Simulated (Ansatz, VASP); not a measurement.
**Two plane-wave programs on Ir**

POSCAR

```
Ir
1.0
    0.0000000000      1.9156000000      1.9156000000
    1.9156000000      0.0000000000      1.9156000000
    1.9156000000      1.9156000000      0.0000000000
Ir
1
Direct
    0.0000000000      0.0000000000      0.0000000000
```

INCAR.step1

```
PREC = Accurate
ENCUT = 600
EDIFF = 1E-5
ISMEAR = -1
SIGMA = 0.05
LREAL = False
LASPH = True
NELM = 80
ALGO = Normal
LWAVE = True
LCHARG = False
GGA = PE
NBANDS = 10
```

Contents of INCAR.step2:

```
PREC = Accurate
ENCUT = 600
EDIFF = 1E-7
ISMEAR = -1
SIGMA = 0.05
LREAL = False
LASPH = True
NELM = 80
ALGO = Normal
ISIF = 3
LWAVE = False
LCHARG = False
GGA = PE
LHFCALC = True
AEXX = 0.25
HFSCREEN = 0.3
PRECFOCK = Normal
IBRION = 2
NSW = 60
EDIFFG = -0.01
ISTART = 1
```

Contents of KPOINTS:

```
Automatic mesh
0
Gamma
  6 6 6
```

The input input.yaml:

```yaml
crystal:
  lattice:
    - [0.0, 1.9156, 1.9156]
    - [1.9156, 0.0, 1.9156]
    - [1.9156, 1.9156, 0.0]
  atoms:
    - { symbol: Ir, position: [0.0, 0.0, 0.0] }
hamiltonian:
  xc: { exchange: pbe, correlation: pbe, exx: { coeff: 0.25, omega: 0.3 } }
  pseudopotentials: { kind: paw }
kpoints:
  mp_grid: { grid: [6, 6, 6] }
scf:
  occupations: { method: fermi_dirac, width: 0.05 }
output:
  forces: true
  stress: true
  write_density: true
  write_potential: true
  elf: true
  volumetric_format: npy
relax:
  f_tol: 0.01
  max_steps: 40
  cell: { stress_tol: 0.05 }
```

Alike in both runs: task relaxation of cell and atoms; functional PBE-based screened hybrid with a share of 0.25 of exact exchange and HFSCREEN = 0.3; k mesh 6 × 6 × 6; occupations fermi-dirac, width 0.05 eV; no spin polarisation.

|  | VASP | Ansatz |
| --- | --- | --- |
| version | VASP 6.6.1 | Ansatz 0.2.0 |
| potentials or method | VASP PAW PBE potentials, release 64 (Ir) | Ansatz PAW |
| plane-wave cutoff (eV) | 600 | 420 |
| valence electrons in the cell | 9 | 17 |

VASP gave:

- gap on the k mesh at the Fermi level, each at its own relaxed structure (eV): none
- relaxed volume (Å³/atom): 14.13
- relaxed length of the cell vector where the two differ most in proportion (Å): 2.714

Which values does Ansatz return?

gap on the k mesh at the Fermi level, each at its own relaxed structure (eV): none; relaxed volume (Å³/atom): 14.04; relaxed length of the cell vector where the two differ most in proportion (Å): 2.708.

VASP's potentials were made for PBE, not for PBE-based screened hybrid. A gap of «none» marks a metal or a gap that the smearing closes. VASP's potentials hold 9 valence electrons a cell and Ansatz's 17, so a difference there can come from the potentials and not from the codes.

The k mesh is coarse, so the values compare programs but aren't converged. Spin-orbit coupling is off throughout. Noted on Ansatz's run: the plane-wave basis is chosen anew once the cell has moved, so the energies of steps on either side of that aren't comparable.
